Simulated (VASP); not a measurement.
Wanted: the native input for a VASP 6.6.1 run.

| Property | Result |
| --- | --- |
| Task | relaxation of shape and atoms at fixed volume |
| Functional | PBE |
| Potentials or basis | VASP PAW PBE potentials, release 64 (Sm_3, Ag, Te), 4f in core |
| Cutoff | 500 eV |
| k mesh | 6 × 6 × 6 |
| Occupations | gaussian, width 0.02 eV |
| Spin | no spin polarisation |
| Dipole correction | no |
| Mended | yes |
| Further INCAR settings | ALGO = Normal; EDIFF = 1e-07; IBRION = 2; EDIFFG = -0.01; NSW = 50; ISIF = 4 |

The structure of SmAgTe2 lies in POSCAR:

```
SmAgTe2
1.0
    2.2170722211      1.2800272437      6.9006536898
   -2.2170722211      1.2800272437      6.9006536898
    0.0000000000     -2.5600544873      6.9006536898
Sm Ag Te
1 1 2
Direct
    0.0000000000      0.0000000000      0.0000000000
    0.5000000000      0.5000000000      0.5000000000
    0.2470420546      0.2470420546      0.2470420546
    0.7529579454      0.7529579454      0.7529579454
```

One way to write it, as run:

INCAR

```
SYSTEM = SmAgTe2
  ALGO = Normal
  EDIFF = 1E-7
  EDIFFG = -0.01
  ENCUT = 500
  GGA = PE
  GGA_COMPAT = .False.
  IBRION = 2
  ISIF = 4
  ISMEAR = 0
  LASPH = .True.
  LCHARG = .False.
  LMAXMIX = 6
  LREAL = .False.
  LWAVE = .False.
  NELM = 200
  NELMIN = 4
  NSW = 50
  PREC = Accurate
  SIGMA = 0.02
```

KPOINTS

```
k-points
0
Gamma
  6 6 6
  0 0 0
```

Potentials or basis: VASP PAW PBE potentials, release 64 (Sm_3, Ag, Te), 4f in core.

Launch:

```console
$ cat potpaw_PBE.64/Sm_3/POTCAR potpaw_PBE.64/Ag/POTCAR potpaw_PBE.64/Te/POTCAR > POTCAR
$ mpirun -np 1 vasp_std > vasp.out
```

Results of the run:

| Quantity | Value |
| --- | --- |
| Energy gained by relaxing | 0.7 meV/atom |
| Ionic steps | 4 |
| Pressure after relaxing | 1.6 GPa |
| Largest force after relaxing | 0.003 eV/Å |
| Band gap on the k mesh | 0.74 eV (least direct gap 1.52 eV) |

Caveat: spin-orbit coupling is left out, which moves the levels of the heavy elements; the 4f electrons are frozen in the core, so they carry no moment and show no levels.

Run time: 3.8 min on 1 thread of Intel(R) Xeon(R) 6975P-C (Granite Rapids) (shared host), peak memory 0.46 GiB.
